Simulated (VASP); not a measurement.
Write the native input for VASP 6.6.1 that does the following.

```yaml
Task: single point
Functional: PBE
Potentials_or_basis: VASP PAW PBE potentials, release 64 (Zr_sv, Si, N)
Cutoff: 520 eV
k_mesh: 6 × 6 × 4
Occupations: gaussian, width 0.1 eV
Spin: no spin polarisation
Dipole_correction: no
Further_INCAR_settings: ALGO = Normal; EDIFF = 1e-06; NBANDS = 28
```

The structure of ZrSi3N3 lies in POSCAR:

```
ZrSi3N3
1.0
    3.4969392500      0.0000000000      0.0000000000
    0.0000000000      3.4969392500      0.0000000000
    0.0000000000      0.0000000000      6.2450113800
Zr Si N
1 3 3
Direct
    0.0000000000      0.0000000000      0.0209936100
    0.5000000000      0.0000000000      0.9442771300
    0.0000000000      0.5000000000      0.9442771300
    0.0000000000      0.0000000000      0.7521694700
    0.5000000000      0.0000000000      0.1110386800
    0.0000000000      0.5000000000      0.1110386800
    0.0000000000      0.0000000000      0.4236132700
```

The input as run:

INCAR

```
SYSTEM = ZrSi3N3
ALGO = Normal
EDIFF = 1E-6
ENCUT = 520
GGA = PE
ISIF = 2
ISMEAR = 0
LASPH = .TRUE.
LCHARG = .FALSE.
LREAL = .FALSE.
LWAVE = .FALSE.
NBANDS = 28
NELM = 100
PREC = Accurate
SIGMA = 0.1
```

KPOINTS

```
k-points
0
G
  6 6 4
  0 0 0
```

Potentials or basis: VASP PAW PBE potentials, release 64 (Zr_sv, Si, N).

Run with:

```sh
$ cat potpaw_PBE.64/Zr_sv/POTCAR potpaw_PBE.64/Si/POTCAR potpaw_PBE.64/N/POTCAR > POTCAR
$ mpirun -np 1 vasp_std > vasp.out
```

It gave:

| Property | Result |
| --- | --- |
| Pressure | 351.6 GPa |
| Largest force | 117.554 eV/Å |

Caveat: forces of over 1 eV/Å act on the atoms, so gaps and moduli don't describe the material at rest.

It took 110 s on 1 thread of Intel(R) Xeon(R) Platinum 8375C CPU @ 2.90GHz (Ice Lake), with other jobs on the host, peak memory 0.21 GiB.
